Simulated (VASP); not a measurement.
Crystal: HgTe.

```
Hg Te
1.0
    -3.08568    3.08568    1.57993
     3.08568   -3.08568    1.57993
     3.08568    3.08568   -1.57993
Hg Te
1 1
Direct
  0.75000 0.25000 0.50000
  0.00000 0.00000 0.00000
```

This cell differs from its parent crystal: volume scaled by 1.04.

Base run:

- Program: VASP 6.6.1
- Functional: PBEsol
- Potentials or basis: VASP PAW PBE potentials, release 64 (Hg, Te)
- Cutoff: 520 eV
- k mesh: 10 × 10 × 10
- Occupations: fermi-dirac, width 0.05 eV
- Spin: no spin polarisation

Its results: band gap on the k mesh zero (band 9 reaches 5.21 eV, above the bottom of band 10 at 2.03 eV); pressure -4.5 GPa.

Question: The run is repeated on the same cell with these changes: functional from PBEsol to LDA; potentials or basis from VASP PAW PBE potentials, release 64 (Hg, Te) to VASP PAW LDA potentials, release 64 (Hg, Te). What comes out?

Answer: Band gap on the k mesh zero (band 9 reaches 5.16 eV, above the bottom of band 10 at 1.99 eV); pressure -5.9 GPa.

Caveats: spin-orbit coupling is left out, which moves the levels of the heavy elements; the PAW data sets were made with another functional, which shifts forces and pressure a little (some runs).
